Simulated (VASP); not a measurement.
# CdSiP2 (I-42d) in VASP: single point with PBE

Aim: the single point of CdSiP2 with PBE.

All numbers are computed with VASP 6.6.1; they aren't measurements. Logs are shortened: lines on timing, memory, paths and dates and some standing lists are left out, and cuts for length are marked.

## Step 1: The cell of the first run

The structure is tetragonal, space group I-42d (No. 122). The conventional cell has a = 5.694 Å, b = 5.694 Å, c = 10.484 Å, α = 90.00°, β = 90.00°, γ = 90.00°. Cd (site symmetry -4) has 4 P at 2.57 Å within 3.4 Å. P (site symmetry 2) has 2 Si at 2.26 Å and 2 Cd at 2.57 Å within 3.0 Å. Si (site symmetry -4) has 4 P at 2.26 Å within 3.0 Å.

## Step 2: Single point, PBE, non-collinear spin, zero start, spin-orbit coupling

File INCAR:

```
SYSTEM = CdSiP2
PREC = Accurate ; ENCUT = 500
EDIFF = 1E-6 ; ISMEAR = 0
SIGMA = 0.01 ; LREAL = .False.
LASPH = .True. ; NELM = 200
ALGO = Normal ; ISIF = 2
LWAVE = .False. ; LCHARG = .False.
MAGMOM = 0 0 0 0 0 0 0 0 0 0 0 0 0 0 0 0 0 0 0 0 0 0 0 0 ; LORBIT = 11
LSORBIT = .True. ; GGA_COMPAT = .False.
LORBMOM = .True. ; GGA = PE
NBANDS = 70 ; KPAR = 4
```

File KPOINTS:

```
regular mesh
0
Gamma
  6 6 6
  0 0 0
```

File POSCAR:

```
CdSiP2
1.0
   -2.8468453812      2.8468453812      5.2420756378
    2.8468453812     -2.8468453812      5.2420756378
    2.8468453812      2.8468453812     -5.2420756378
Cd P Si
2 4 2
Direct
    0.0000000000      0.0000000000      0.0000000000
    0.7500000000      0.2500000000      0.5000000000
    0.3750000000      0.4211589736      0.5461589736
    0.1711589736      0.6250000000      0.0461589736
    0.8750000000      0.8288410264      0.4538410264
    0.5788410264      0.1250000000     -0.0461589736
    0.5000000000      0.5000000000      0.0000000000
    0.2500000000      0.7500000000      0.5000000000
```

Potentials or basis: VASP PAW PBE potentials, release 64 (Cd, P, Si).

Command:

```
cat potpaw_PBE.64/Cd/POTCAR potpaw_PBE.64/P/POTCAR potpaw_PBE.64/Si/POTCAR > POTCAR
mpirun -np 4 vasp_ncl > vasp.out
```

OUTCAR:

```text
SYSTEM = CdSiP2
   PREC = Accurate
   ENCUT = 500
   EDIFF = 1E-6
   ISMEAR = 0
   LREAL = .False.
   LASPH = .True.
   NELM = 200
   ISIF = 2
   LORBIT = 11
   LSORBIT = .True.
   GGA = PE

 ion  position               nearest neighbor table
   1  0.000  0.000  0.000-   5 2.57   4 2.57   6 2.57   3 2.57
   2  0.750  0.250  0.500-   6 2.57   3 2.57   5 2.57   4 2.57
   3  0.375  0.421  0.546-   7 2.26   8 2.26   2 2.57   1 2.57
   4  0.171  0.625  0.046-   7 2.26   8 2.26   1 2.57   2 2.57
   5  0.875  0.829  0.454-   7 2.26   8 2.26   1 2.57   2 2.57
   6  0.579  0.125  0.954-   7 2.26   8 2.26   2 2.57   1 2.57
   7  0.500  0.500  0.000-   3 2.26   4 2.26   5 2.26   6 2.26
   8  0.250  0.750  0.500-   3 2.26   4 2.26   5 2.26   6 2.26

  LATTYP: Found a body centered tetragonal cell.
 ALAT       =     5.6936907624
 C/A-ratio  =     1.8413629600

  Lattice vectors:

 A1 = (  -2.8468453812,   2.8468453812,   5.2420756378)
 A2 = (   2.8468453812,  -2.8468453812,   5.2420756378)
 A3 = (   2.8468453812,   2.8468453812,  -5.2420756378)

Analysis of symmetry for initial positions (statically):
=====================================================================
 Subroutine PRICEL returns:
 Original cell was already a primitive cell.

 Routine SETGRP: Setting up the symmetry group for a
 body centered tetragonal supercell.

 Subroutine GETGRP returns: Found  8 space group operations
 (whereof  4 operations were pure point group operations)
 out of a pool of 16 trial point group operations.

The static configuration has the point symmetry S_4 .
 The point group associated with its full space group is D_2d.

Analysis of symmetry for dynamics (positions and initial velocities):
=====================================================================
 Subroutine PRICEL returns:
 Original cell was already a primitive cell.

 Routine SETGRP: Setting up the symmetry group for a
 body centered tetragonal supercell.

 Subroutine GETGRP returns: Found  8 space group operations
 (whereof  4 operations were pure point group operations)
 out of a pool of 16 trial point group operations.

The dynamic configuration has the point symmetry S_4 .
 The point group associated with its full space group is D_2d.

Analysis of structural, dynamic, and magnetic symmetry:
=====================================================================
 Subroutine PRICEL returns:
 Original cell was already a primitive cell.

 Routine SETGRP: Setting up the symmetry group for a
 body centered tetragonal supercell.

 Subroutine GETGRP returns: Found  8 space group operations
 (whereof  4 operations were pure point group operations)
 out of a pool of 16 trial point group operations.

The overall configuration has the point symmetry S_4 .
 The point group associated with its full space group is D_2d.

 Subroutine INISYM returns: Found  8 space group operations
 (whereof  4 operations are pure point group operations),
 and found     1 'primitive' translations

----------------------------------------------------------------------------------------

                                     Primitive cell

  volume of cell :     169.9382

  direct lattice vectors                    reciprocal lattice vectors
    -2.846845381  2.846845381  5.242075638     0.000000000  0.175633002  0.095382065
     2.846845381 -2.846845381  5.242075638     0.175633002  0.000000000  0.095382065
     2.846845381  2.846845381 -5.242075638     0.175633002  0.175633002  0.000000000

  length of vectors
     6.609721192  6.609721192  6.609721192     0.199861676  0.199861676  0.248382573

  position of ions in fractional coordinates (direct lattice)
     0.000000000  0.000000000  0.000000000
     0.750000000  0.250000000  0.500000000
     0.375000000  0.421158974  0.546158974
     0.171158974  0.625000000  0.046158974
     0.875000000  0.828841026  0.453841026
     0.578841026  0.125000000  0.953841026
     0.500000000  0.500000000  0.000000000
     0.250000000  0.750000000  0.500000000

  ion indices of the primitive-cell ions
   primitive index   ion index
                 1           1
[... 1757 lines left out ...]
  Total        1.6959374      1.6959374      1.7651331      0.0000000     -0.0000000      0.0000000
  in kB       15.9892973     15.9892973     16.6416740      0.0000000     -0.0000000      0.0000000
  external PRESSURE =      16.2067562 kB  Pullay stress =       0.0000000 kB

 VOLUME and BASIS-vectors are now :
 -----------------------------------------------------------------------------
  energy-cutoff  :      500.00
  volume of cell :      169.94
      direct lattice vectors                 reciprocal lattice vectors
    -2.846845381  2.846845381  5.242075638     0.000000000  0.175633002  0.095382065
     2.846845381 -2.846845381  5.242075638     0.175633002  0.000000000  0.095382065
     2.846845381  2.846845381 -5.242075638     0.175633002  0.175633002  0.000000000

 POSITION                                       TOTAL-FORCE (eV/Angst)
 -----------------------------------------------------------------------------------
      0.00000      0.00000      0.00000         0.000000      0.000000     -0.000000
     -0.00000      2.84685      2.62104        -0.000000      0.000000     -0.000000
      1.68624      1.42342      1.31052        -0.026261      0.000000      0.000000
      1.42342     -1.16061      3.93156        -0.000000     -0.026261      0.000000
      1.16061      1.42342      6.55259         0.026261      0.000000     -0.000000
      1.42342      4.00745     -1.31052         0.000000      0.026261     -0.000000
      0.00000      0.00000      5.24208         0.000000      0.000000      0.000000
      2.84685     -0.00000      2.62104        -0.000000      0.000000      0.000000
 -----------------------------------------------------------------------------------
    total drift:                               -0.000001     -0.000001     -0.000001

  FREE ENERGIE OF THE ION-ELECTRON SYSTEM (eV)
  ---------------------------------------------------
  free  energy   TOTEN  =       -35.6324393606 eV

  energy  without entropy=      -35.6324393606  energy(sigma->0) =      -35.63243936

 orbital moment (x)

 # of ion     p       d       tot
 ----------------------------------------
  1        -0.000   0.000   0.000
  2        -0.000   0.000   0.000
  3         0.000   0.000   0.000
  4         0.000   0.000   0.000
  5        -0.000   0.000  -0.000
  6         0.000   0.000   0.000
  7         0.000   0.000   0.000
  8        -0.000   0.000  -0.000
 ----------------------------------------
            0.000   0.000   0.000

 orbital moment (y)

 # of ion     p       d       tot
 ----------------------------------------
  1         0.000  -0.000  -0.000
  2         0.000  -0.000  -0.000
  3        -0.000   0.000  -0.000
  4        -0.000   0.000  -0.000
  5         0.000   0.000   0.000
  6         0.000   0.000   0.000
  7        -0.000   0.000  -0.000
  8         0.000   0.000   0.000
 ----------------------------------------
            0.000  -0.000  -0.000

 orbital moment (z)

 # of ion     p       d       tot
 ----------------------------------------
  1        -0.000  -0.000  -0.000
  2         0.000   0.000   0.000
  3         0.000   0.000   0.000
  4         0.000   0.000   0.000
  5         0.000   0.000   0.000
  6         0.000   0.000   0.000
  7         0.000   0.000   0.000
  8        -0.000   0.000  -0.000
 ----------------------------------------
            0.000   0.000   0.000

 Spin-Orbit-Coupling matrix elements

 Ion:    1  E_soc:     -0.0611913
 l=   1
     0.0000000    -0.0029029    -0.0030335
    -0.0029029     0.0000000    -0.0029029
    -0.0030335    -0.0029029     0.0000000
 l=   2
     0.0000000    -0.0014944     0.0000000    -0.0014944    -0.0057815
    -0.0014944     0.0000000    -0.0043210    -0.0014729    -0.0014356
     0.0000000    -0.0043210     0.0000000    -0.0043210     0.0000000
    -0.0014944    -0.0014729    -0.0043210     0.0000000    -0.0014356
    -0.0057815    -0.0014356     0.0000000    -0.0014356     0.0000000
 l=   3
     0.0000000     0.0000000     0.0000000     0.0000000     0.0000000     0.0000000     0.0000000
     0.0000000     0.0000000     0.0000000     0.0000000     0.0000000     0.0000000     0.0000000
     0.0000000     0.0000000     0.0000000     0.0000000     0.0000000     0.0000000     0.0000000
     0.0000000     0.0000000     0.0000000     0.0000000     0.0000000     0.0000000     0.0000000
[... 129 lines left out ...]
 l=   2
     0.0000000     0.0000000     0.0000000     0.0000000     0.0000000
     0.0000000     0.0000000     0.0000000     0.0000000     0.0000000
     0.0000000     0.0000000     0.0000000     0.0000000     0.0000000
     0.0000000     0.0000000     0.0000000     0.0000000     0.0000000
     0.0000000     0.0000000     0.0000000     0.0000000     0.0000000
 l=   3
     0.0000000     0.0000000     0.0000000     0.0000000     0.0000000     0.0000000     0.0000000
     0.0000000     0.0000000     0.0000000     0.0000000     0.0000000     0.0000000     0.0000000
     0.0000000     0.0000000     0.0000000     0.0000000     0.0000000     0.0000000     0.0000000
     0.0000000     0.0000000     0.0000000     0.0000000     0.0000000     0.0000000     0.0000000
     0.0000000     0.0000000     0.0000000     0.0000000     0.0000000     0.0000000     0.0000000
     0.0000000     0.0000000     0.0000000     0.0000000     0.0000000     0.0000000     0.0000000
     0.0000000     0.0000000     0.0000000     0.0000000     0.0000000     0.0000000     0.0000000

 total charge

# of ion       s       p       d       tot
------------------------------------------
    1        0.477   0.374   9.513  10.364
    2        0.477   0.374   9.513  10.364
    3        1.023   1.521   0.000   2.544
    4        1.023   1.521   0.000   2.544
    5        1.023   1.521   0.000   2.544
    6        1.023   1.521   0.000   2.544
    7        0.734   0.866   0.000   1.600
    8        0.734   0.866   0.000   1.600
--------------------------------------------------
tot          6.516   8.564  19.026  34.106

 magnetization (x)

# of ion       s       p       d       tot
------------------------------------------
    1       -0.000   0.000  -0.000  -0.000
    2       -0.000   0.000   0.000  -0.000
    3       -0.000  -0.000   0.000  -0.000
    4        0.000   0.000   0.000   0.000
    5        0.000   0.000   0.000   0.000
    6       -0.000   0.000   0.000   0.000
    7        0.000   0.000   0.000   0.000
    8        0.000   0.000   0.000   0.000
--------------------------------------------------
tot         -0.000   0.000  -0.000   0.000

 magnetization (y)

# of ion       s       p       d       tot
------------------------------------------
    1        0.000   0.000  -0.000  -0.000
    2        0.000  -0.000  -0.000  -0.000
    3       -0.000   0.000   0.000  -0.000
    4        0.000   0.000   0.000   0.000
    5        0.000  -0.000   0.000  -0.000
    6       -0.000  -0.000   0.000  -0.000
    7       -0.000   0.000   0.000  -0.000
    8       -0.000   0.000   0.000  -0.000
--------------------------------------------------
tot          0.000  -0.000  -0.000  -0.000

 magnetization (z)

# of ion       s       p       d       tot
------------------------------------------
    1       -0.000  -0.000   0.000   0.000
    2        0.000   0.000  -0.000  -0.000
    3        0.000  -0.000   0.000  -0.000
    4       -0.000   0.000   0.000  -0.000
    5       -0.000   0.000   0.000   0.000
    6        0.000  -0.000   0.000   0.000
    7       -0.000  -0.000   0.000  -0.000
    8        0.000   0.000   0.000   0.000
--------------------------------------------------
tot          0.000   0.000  -0.000   0.000
```

It took 8.1 min on 4 MPI ranks of Intel Xeon Platinum 8259CL at 2.50GHz (Skylake/Cascade Lake), shared host; peak memory 1.3 GiB.

Results:

```
Free energy                                           : -35.6324 eV
Pressure                                              : 1.6 GPa
Largest force                                         : 0.026 eV/Å
Net moment                                            : 0.00 μB per cell
Valence electrons inside the program's atomic spheres : Cd 10.36; P 2.54; Si 1.60
```

Forces in eV/Å, atoms in the order of the input:
```
Cd   0.000  0.000  0.000
Cd   0.000  0.000  0.000
P   -0.026  0.000  0.000
P    0.000 -0.026  0.000
P    0.026  0.000  0.000
P    0.000  0.026  0.000
Si   0.000  0.000  0.000
Si   0.000  0.000  0.000
```

Moments on the atoms (μB; x, y, z):
```
Cd  0.00 0.00 0.00
Cd  0.00 0.00 0.00
P   0.00 0.00 0.00
P   0.00 0.00 0.00
P   0.00 0.00 0.00
P   0.00 0.00 0.00
Si  0.00 0.00 0.00
Si  0.00 0.00 0.00
```
